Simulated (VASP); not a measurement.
Wanted: the native input for a VASP 6.6.1 run.

```
Task                   : single point
Functional             : PBE
Potentials or basis    : VASP PAW PBE potentials, release 64 (Al, Cu)
Cutoff                 : 520 eV
k mesh                 : 14 × 14 × 14
Occupations            : gaussian, width 0.15 eV
Spin                   : no spin polarisation
Dipole correction      : no
Further INCAR settings : ALGO = Fast; EDIFF = 1e-07; NBANDS = 16
```

The structure of Al2Cu lies in POSCAR:

```
Al2Cu
1.0
   -2.0207808866      2.0207808866      2.9587710369
    2.0207808866     -2.0207808866      2.9587710369
    2.0207808866      2.0207808866     -2.9587710369
Al Cu
2 1
Direct
    0.7500000000      0.2500000000      0.5000000000
    0.2500000000      0.7500000000      0.5000000000
    0.5000000000      0.5000000000      0.0000000000
```

This cell differs from its parent crystal: strain +e along x and -e along y +0.0000, strain +e along z and -e/2 along x and y +0.0233.

One way to write it, as run:

INCAR

```
PREC = Accurate
ENCUT = 520
EDIFF = 1E-7
ISMEAR = 0
SIGMA = 0.15
LREAL = False
LASPH = True
NELM = 80
ALGO = Fast
ISIF = 2
LWAVE = False
LCHARG = False
GGA = PE
NBANDS = 16
```

KPOINTS

```
regular mesh
0
Gamma
  14 14 14
```

Potentials or basis: VASP PAW PBE potentials, release 64 (Al, Cu).

Launch:

```console
$ cat potpaw_PBE.64/Al/POTCAR potpaw_PBE.64/Cu/POTCAR > POTCAR
$ mpirun -np 1 vasp_std > vasp.out
```

It gave:

The pressure is 0.3 GPa. The band gap on the k mesh is zero (an odd number of electrons rules out a gap without spin polarisation).

Caveat: the cell differs from its parent crystal (strain +e along x and -e along y +0.0000, strain +e along z and -e/2 along x and y +0.0233).

It took 110 s on 1 thread of Intel(R) Xeon(R) 6975P-C (Granite Rapids) (shared host), peak memory 0.31 GiB.
